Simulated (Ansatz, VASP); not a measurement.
NbAs: VASP beside Ansatz

```
CELL_PARAMETERS angstrom
-1.86517 1.86517 2.63620
1.86517 -1.86517 2.63620
1.86517 1.86517 -2.63620
ATOMIC_POSITIONS crystal
Nb 0.00000 0.00000 0.00000
As 0.50000 0.50000 0.00000
```

Alike in both runs: functional PBE; k mesh 7 × 7 × 7; occupations gaussian, width 0.2 eV; no spin polarisation.

Ansatz relaxed the structure, and its values are those at the end. VASP's run is a single point on that final structure, the one shown.

|  | VASP | Ansatz |
| --- | --- | --- |
| version | VASP 6.6.1 | Ansatz 0.2.0 |
| potentials or method | VASP PAW PBE potentials, release 64 (Nb_sv, As), cutoff 500 eV | scalar-relativistic, plane waves, PAW |
| valence electrons in the cell | 18 | 28 |

Ansatz gave:

```
gap on the k mesh at the Fermi level (eV) : none
pressure (GPa)                            : 0.0
```

Task: Which values does VASP return?

Result: gap on the k mesh at the Fermi level (eV): none; pressure (GPa): -0.1.

A gap of «none» marks a metal or a gap that the smearing closes. The functional is the same, so the differences come from potentials, cutoffs and numerics. VASP's potentials hold 18 valence electrons a cell and Ansatz's 28, so a difference there can come from the potentials and not from the codes.
